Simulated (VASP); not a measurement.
**BN: single point with LDA**

Crystal: BN.

```
B N
1.0
     0.00000    1.78994    1.78994
     1.78994    0.00000    1.78994
     1.78994    1.78994    0.00000
B N
1 1
Direct
  0.00000 0.00000 0.00000
  0.25000 0.25000 0.25000
```

* Program: VASP 6.6.1
* Task: single point
* Functional: LDA
* Potentials or basis: VASP PAW LDA potentials, release 64 (B_h, N_h)
* Cutoff: 1330 eV
* k mesh: 8 × 8 × 8
* Occupations: gaussian, width 0.02 eV
* Spin: no spin polarisation
* Dipole correction: no
* Further INCAR settings: ALGO = Normal; EDIFF = 1e-06; NBANDS = 11

* Pressure: 0.9 GPa
* Band gap on the k mesh: 4.38 eV (least direct gap 8.83 eV)

Levels at points of the mesh, in eV from the valence-band top:
| k point | band 2 | band 3 | band 4 | band 5 | band 6 | band 7 |
| --- | --- | --- | --- | --- | --- | --- |
| (0.00, 0.00, 0.00) | 0.00 | 0.00 | 0.00 | 8.83 | 8.83 | 8.83 |
| (0.50, 0.00, 0.00) | -10.98 | -2.00 | -2.00 | 10.60 | 10.73 | 10.73 |
| (0.50, 0.50, 0.00) | -9.08 | -5.07 | -5.07 | 4.38 | 9.32 | 18.15 |

Run time: 8.8 s on 1 thread of AMD EPYC 7R43 64-Core Processor (Zen 3), with other jobs on the host, peak memory 0.11 GiB.

A k mesh can miss the band edges.
